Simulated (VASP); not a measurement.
Crystal: LuHfO.

```
Lu Hf O
1.0
     4.02416    0.00000    0.00000
    -2.01208    3.48503    0.00000
     0.00000    0.00000    4.12173
Lu Hf O
1 1 1
Direct
  0.00000 0.00000 0.00000
  0.33333 0.66667 0.50000
  0.66667 0.33333 0.50000
```

The cell was generated, and may not be a known phase.

* Program: VASP 6.6.1
* Task: relaxation of cell and atoms
* Functional: PBE
* Potentials or basis: VASP PAW PBE potentials, release 64 (Lu, Hf_pv, O)
* Cutoff: 600 eV
* k mesh: 12 × 12 × 12
* Occupations: gaussian, width 0.1 eV
* Spin: no spin polarisation

At the start: pressure -3.3 GPa; volume 19.27 Å³/atom.

Where does the relaxation end?

Over 18 steps the energy falls by 605.0 meV/atom and the volume is 20.88 Å³/atom (+8.4 %); space group P-6m2 (No. 187, to 0.1 Å) before and after.

Step by step:
```
step  energy change (eV)  largest force (eV/Å)  pressure (GPa)  volume (Å³)
   1              0.0000                0.0000           -3.25        57.80
   2             -0.3440                0.0000            3.87        54.44
   3             -0.4556                0.0000           19.57        50.01
   4             -0.5289                0.0000           20.62        50.01
   5             -0.6960                0.0000           24.51        49.92
   6             -0.6036                0.0000           36.23        49.29
   7             -0.7512                0.0000           29.19        49.69
   8             -1.0863                0.0000           23.60        51.66
   9             -1.6643                0.0000           10.45        57.66
  10             -1.3009                0.0000           -5.97        70.22
  11             -1.7459                0.0000            4.84        61.11
  12             -1.7871                0.0000            3.24        61.49
  13             -1.8120                0.0000            0.16        62.27
  14             -1.8136                0.0000            0.70        62.13
  15             -1.8136                0.0000            0.75        62.11
  16             -1.8144                0.0000            0.52        62.29
  17             -1.8150                0.0000            0.15        62.56
  18             -1.8151                0.0000            0.03        62.65
```

Final structure:
```cif
data_structure
_symmetry_space_group_name_H-M 'P 1'
_symmetry_Int_Tables_number 1
_cell_length_a 3.5266
_cell_length_b 3.5266
_cell_length_c 5.8162
_cell_angle_alpha 90.000
_cell_angle_beta 90.000
_cell_angle_gamma 120.000
_cell_volume 62.65
loop_
_atom_site_label
_atom_site_type_symbol
_atom_site_fract_x
_atom_site_fract_y
_atom_site_fract_z
_atom_site_occupancy
Lu1 Lu 0.00000 0.00000 0.00000 1
Hf1 Hf 0.33333 0.66667 0.50000 1
O1 O 0.66667 0.33333 0.50000 1
```

Caveat: a cell axis changed by over 15 % at a fixed basis, so the end point is rough; an odd number of electrons without spin polarisation forces a metal; a magnetic or distorted state may lie lower.
